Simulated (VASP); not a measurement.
# Ti (P6_3/mmc) in VASP: relaxation of cell and atoms with PBE+D3(BJ)

Aim: the relaxation of cell and atoms of Ti with PBE+D3(BJ).

Program: VASP 6.6.1. These are calculated values, not measurements. Logs are shortened: lines on timing, memory, paths and dates and some standing lists are left out, and cuts for length are marked.

## 1. The cell of the first run

It takes space group P6_3/mmc (No. 194, hexagonal). Conventional cell: a = 2.950 Å, b = 2.950 Å, c = 4.686 Å, α = 90.00°, β = 90.00°, γ = 120.00°. Within 3.8 Å of Ti (site symmetry -6m2) lie 12 Ti at 2.90 to 2.95 Å.

## 2. Relaxation of cell and atoms, PBE+D3(BJ)

The input, INCAR:

```
ALGO     = Normal         # electronic algorithm
EDIFF    = 1E-6           # SCF threshold, eV
EDIFFG   = -0.005         # ionic threshold
ENCUT    = 600            # plane-wave cutoff, eV
GGA      = PE             # functional
IBRION   = 2              # ionic algorithm
ISIF     = 3              # what is computed and relaxed
ISMEAR   = 0              # smearing method
IVDW     = 12             # dispersion correction
LASPH    = True           # aspherical terms in the spheres
LCHARG   = False          # write CHGCAR
LREAL    = False          # projectors in reciprocal space
LWAVE    = False          # write WAVECAR
NELM     = 60             # most SCF steps
NSW      = 100            # ionic steps
PREC     = Accurate       # precision mode
SIGMA    = 0.1            # smearing width, eV
```

The input, KPOINTS:

```
k-points
0
Gamma
  18 18 10
```

The input, POSCAR:

```
Ti
1.0
    2.9499978604      0.0000000000      0.0000000000
   -1.4749989302      2.5547730882      0.0000000000
    0.0000000000      0.0000000000      4.6860000000
Ti
2
Direct
    0.3333333333      0.6666666667      0.2500000000
    0.6666666667      0.3333333333      0.7500000000
```

Potentials or basis: VASP PAW PBE potentials, release 64 (Ti_sv).

On the command line:

```
$ cat potpaw_PBE.64/Ti_sv/POTCAR > POTCAR
$ mpirun -np 1 vasp_std > vasp.out
```

OUTCAR:

```text
EDIFF = 1E-6
   EDIFFG = -0.005
   ENCUT = 600
   GGA = PE
   IBRION = 2
   ISIF = 3
   ISMEAR = 0
   IVDW = 12
   LASPH = True
   LREAL = False
   NELM = 60
   NSW = 100
   PREC = Accurate
 IVDW          = 12

 ion  position               nearest neighbor table
   1  0.333  0.667  0.250-   2 2.90   2 2.90   2 2.90   2 2.90   2 2.90   2 2.90
   2  0.667  0.333  0.750-   1 2.90   1 2.90   1 2.90   1 2.90   1 2.90   1 2.90

  LATTYP: Found a hexagonal cell.
 ALAT       =     2.9499978604
 C/A-ratio  =     1.5884757284

  Lattice vectors:

 A1 = (   2.9499978604,   0.0000000000,   0.0000000000)
 A2 = (  -1.4749989302,   2.5547730882,   0.0000000000)
 A3 = (   0.0000000000,   0.0000000000,   4.6860000000)

Analysis of symmetry for initial positions (statically):
=====================================================================
 Subroutine PRICEL returns:
 Original cell was already a primitive cell.

 Routine SETGRP: Setting up the symmetry group for a
 hexagonal supercell.

 Subroutine GETGRP returns: Found 24 space group operations
 (whereof 12 operations were pure point group operations)
 out of a pool of 24 trial point group operations.

The static configuration has the point symmetry D_3d.
 The point group associated with its full space group is D_6h.

Analysis of symmetry for dynamics (positions and initial velocities):
=====================================================================
 Subroutine PRICEL returns:
 Original cell was already a primitive cell.

 Routine SETGRP: Setting up the symmetry group for a
 hexagonal supercell.

 Subroutine GETGRP returns: Found 24 space group operations
 (whereof 12 operations were pure point group operations)
 out of a pool of 24 trial point group operations.

The dynamic configuration has the point symmetry D_3d.
 The point group associated with its full space group is D_6h.

 Subroutine INISYM returns: Found 24 space group operations
 (whereof 12 operations are pure point group operations),
 and found     1 'primitive' translations

----------------------------------------------------------------------------------------

                                     Primitive cell

  volume of cell :      35.3164

  direct lattice vectors                    reciprocal lattice vectors
     2.949997860  0.000000000  0.000000000     0.338983297  0.195712098  0.000000000
    -1.474998930  2.554773088  0.000000000     0.000000000  0.391424195  0.000000000
     0.000000000  0.000000000  4.686000000     0.000000000  0.000000000  0.213401622

  length of vectors
     2.949997860  2.949997860  4.686000000     0.391424195  0.391424195  0.213401622

[... 80 lines left out ...]
   EDIFF  = 0.1E-05   stopping-criterion for ELM
   LREAL  =      F    real-space projection
   EDIFFG = -.5E-02   stopping-criterion for IOM
   NSW    =    100    number of steps for IOM
   IBRION =      2    ionic relax: 0-MD 1-quasi-New 2-CG
   NFREE  =      1    steps in history (QN), initial steepest desc. (CG)
   ISIF   =      3    stress and relaxation
   ISYM   =      2    0-nonsym 1-usesym 2-fastsym
   POTIM  = 0.5000    time-step for ionic-motion
   TEBEG  =    0.0;   TEEND  =   0.0 temperature during run
   PSTRESS=    0.0 pullay stress
   NELECT =      24.0000    total number of electrons
   NUPDOWN=      -1.0000    fix difference up-down
   EMIN   =  10.00;   EMAX   =-10.00  energy-range for DOS
   EFERMI =   0.00;   METHOD = LEGACY
   ISMEAR =     0;   SIGMA  =   0.10  broadening in eV -4-tet -1-fermi 0-gaus
   EFERMI_NEDOS =   21; number of points for ismear=-14 and -15
   IALGO  =     38    algorithm
   IMIX   =      4    mixing-type and parameters
     AMIX     =   0.40;   BMIX     =  1.00
     AMIX_MAG =   1.60;   BMIX_MAG =  1.00
  volume/ion in A,a.u.               =      17.66       119.16
  Fermi-wavevector in a.u.,A,eV,Ry     =   1.439306  2.719894 28.185854  2.071602
  Thomas-Fermi vector in A             =   2.558176
   LORBIT       =      0    0 simple, 1 ext, 2 COOP (PROOUT), +10 PAW based schemes
   GGA     = PE    functional components
   LHFCALC =     F    Hartree Fock is set to
   AEXX    =    0.0000 exact exchange contribution
   IVDW    =    12    specifies the selected vdW correction
   LEPSILON=     F    determine dielectric tensor
   LRPA    =     F    only Hartree local field effects (RPA)
 conjugate gradient relaxation of ions
 non-spin polarized calculation
 Gauss-broadening in eV      SIGMA  =   0.10
  energy-cutoff  :      600.00
  volume of cell :       35.32
 maximum number of plane-waves:      1194
 NGX is ok and might be reduce to    24
   NGX = 11   NGY = 11   NGZ = 19

--------------------------------------- Ionic step        1  -------------------------------------------

 number of electron      23.9999997 magnetization

 Free energy of the ion-electron system (eV)
  ---------------------------------------------------
  ext. energy  EPLUGINS =         0.00000000
  ---------------------------------------------------
  free energy    TOTEN  =       -15.67310544 eV

  energy without entropy =      -15.66344095  energy(sigma->0) =      -15.66827320

------------------------ aborting loop because EDIFF is reached ----------------------------------------

 Edisp (eV)   -1.18260

 E8    (eV) :    -0.5609
[... 105 lines left out ...]
  FREE ENERGIE OF THE ION-ELECTRON SYSTEM (eV)
  ---------------------------------------------------
  free  energy   TOTEN  =       -16.9155762839 eV

  energy  without entropy=      -16.9066612762  energy(sigma->0) =      -16.91111878

[... ionic steps 4 to 7 ...]

--------------------------------------- Ionic step        8  -------------------------------------------

 number of electron      24.0000003 magnetization

------------------------ aborting loop because EDIFF is reached ----------------------------------------
[... 75 lines left out ...]
--------------------------------------- Ionic step       10  -------------------------------------------

 number of electron      24.0000003 magnetization

 Free energy of the ion-electron system (eV)
  ---------------------------------------------------
  ext. energy  EPLUGINS =         0.00000000
  ---------------------------------------------------
  free energy    TOTEN  =       -15.64239763 eV

  energy without entropy =      -15.63347933  energy(sigma->0) =      -15.63793848

 E-fermi :   8.9306     XC(G=0): -11.7550

 val. band max:        8.9162525138   @ k =   0.3333   0.1667   0.4000
 cond. band min:       8.9321540387   @ k =   0.0556   0.0000   0.5000
 fundamental gap:      0.0159015249
 Fermi energy:         8.9306441944

 k-point     1 :       0.0000    0.0000    0.0000
  band No.  band energies     occupation
      1     -47.8523      2.00000
      2     -47.6828      2.00000
      3     -24.5044      2.00000
      4     -23.7462      2.00000
      5     -23.7462      2.00000
      6     -23.6638      2.00000
[... 433 lines left out ...]
      3     -24.2777      2.00000
      4     -24.1408      2.00000
      5     -24.1370      2.00000
      6     -23.9441      2.00000
[... 8 lines left out ...]
     15      10.1616      0.00000
     16      12.2415      0.00000

 [... further k-points ...]

------------------------ aborting loop because EDIFF is reached ----------------------------------------

 Edisp (eV)   -1.27318

 E8    (eV) :    -0.6046
[... 25 lines left out ...]
  FREE ENERGIE OF THE ION-ELECTRON SYSTEM (eV)
  ---------------------------------------------------
  free  energy   TOTEN  =       -16.9155803223 eV

  energy  without entropy=      -16.9066620192  energy(sigma->0) =      -16.91112117

 reached required accuracy - stopping structural energy minimisation
```

OSZICAR:

```text
N       E                     dE             d eps       ncg     rms          rms(c)
DAV:   1     0.262007398027E+03    0.26201E+03   -0.14745E+04  7112   0.205E+03
DAV:   2     0.114081120874E+02   -0.25060E+03   -0.24929E+03  7336   0.520E+02
DAV:   3    -0.165142353942E+02   -0.27922E+02   -0.27771E+02 14064   0.140E+02
[... 78 lines left out ...]
DAV:   3    -0.156423038638E+02   -0.11244E-06   -0.54310E-06  8224   0.157E-02
   9 F= -.16915580E+02 E0= -.16911121E+02  d E =-.188801E-04
       N       E                     dE             d eps       ncg     rms          rms(c)
DAV:   1    -0.156423990473E+02   -0.95296E-04   -0.45771E-05 10280   0.101E-01    0.101E-02
DAV:   2    -0.156423974783E+02    0.15690E-05   -0.77600E-06  8400   0.339E-02    0.223E-03
DAV:   3    -0.156423976330E+02   -0.15471E-06   -0.14901E-06  5176   0.918E-03
  10 F= -.16915580E+02 E0= -.16911121E+02  d E =-.192413E-04
```

Run time: 9.3 min. Hardware: 1 thread of Intel Xeon Platinum 8488C (Sapphire Rapids), shared host; peak memory 0.28 GiB.

Results:

```yaml
Free_energy: -16.9156 eV
Relaxed_volume: 16.45 Å³/atom
Relaxed_cell: a = 2.883 Å, b = 2.883 Å, c = 4.571 Å, α = 90.00°, β = 90.00°, γ = 120.00°
Space_group_after_relaxing_to_0.1_Å: P6_3/mmc (No. 194)
Energy_gained_by_relaxing: 29.9 meV/atom
Ionic_steps: 10
Pressure_after_relaxing: 0.0 GPa
Band_gap_on_the_k_mesh: zero (bands 12 and 13 overlap by 1.13 eV)
Dispersion_energy_per_atom: -0.637 eV
```

Step by step:
```
step  energy change (eV)  largest force (eV/Å)  pressure (GPa)  volume (Å³)
   1              0.0000                0.0000           -7.51        35.32
   2             -0.0261                0.0000            6.77        31.25
   3             -0.0599                0.0000           -0.02        32.92
   4             -0.0599                0.0000            0.11        32.87
   5             -0.0599                0.0000           -0.05        32.92
   6             -0.0599                0.0000           -0.08        32.91
   7             -0.0599                0.0000            0.03        32.89
   8             -0.0599                0.0000            0.02        32.90
   9             -0.0599                0.0000            0.03        32.90
  10             -0.0599                0.0000            0.02        32.91
```

Final structure:
```
Ti
1.0
     2.88326    0.00000    0.00000
    -1.44163    2.49698    0.00000
     0.00000    0.00000    4.57069
Ti
2
Direct
  0.33333 0.66667 0.25000
  0.66667 0.33333 0.75000
```
